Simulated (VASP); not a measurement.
Set up this calculation in VASP 6.6.1, as the native input.

```
Task                   : single point
Functional             : PBEsol
Potentials or basis    : VASP PAW PBE potentials, release 64 (Sn_d, O)
Cutoff                 : 520 eV
k mesh                 : 12 × 12 × 10
Occupations            : gaussian, width 0.1 eV
Spin                   : no spin polarisation
Dipole correction      : no
Further INCAR settings : ALGO = Normal; EDIFF = 1e-06; NBANDS = 28
```

The structure of SnO lies in POSCAR:

```
SnO
1.0
    3.9005098200      0.0000000000      0.0000000000
    0.0000000000      3.9005098200      0.0000000000
    0.0000000000      0.0000000000      4.8887607600
Sn O
2 2
Direct
    0.0000000000      0.5000000000      0.2092565434
    0.5000000000      0.0000000000      0.7907434566
    0.0000000000      0.0000000000      0.0000000000
    0.5000000000      0.5000000000      0.0000000000
```

This cell differs from its parent crystal: strained.

One way to write it, as run:

INCAR

```
ALGO = Normal ; EDIFF = 1E-6
ENCUT = 520 ; GGA = PS
ISIF = 2 ; ISMEAR = 0
LASPH = T ; LCHARG = F
LREAL = F ; LWAVE = F
NBANDS = 28 ; NELM = 60
PREC = Accurate ; SIGMA = 0.1
```

KPOINTS

```
k-points
0
Gamma
  12 12 10
```

Potentials or basis: VASP PAW PBE potentials, release 64 (Sn_d, O).

The run is started by

```console
$ cat potpaw_PBE.64/Sn_d/POTCAR potpaw_PBE.64/O/POTCAR > POTCAR
$ mpirun -np 1 vasp_std > vasp.out
```

It gave:

The pressure is 3.2 GPa. The largest force is 1.845 eV/Å and the band gap on the k mesh is 0.94 eV (least direct gap 1.61 eV).

Caveat: the cell differs from its parent crystal (strained); the cell stands under pressure; the PAW data sets were made with another functional, which shifts forces and pressure a little; spin-orbit coupling is left out, which moves the levels of the heavy elements.

It took 3.4 min on 1 thread of Intel(R) Xeon(R) Platinum 8488C (Sapphire Rapids), on a shared host, peak memory 0.38 GiB.
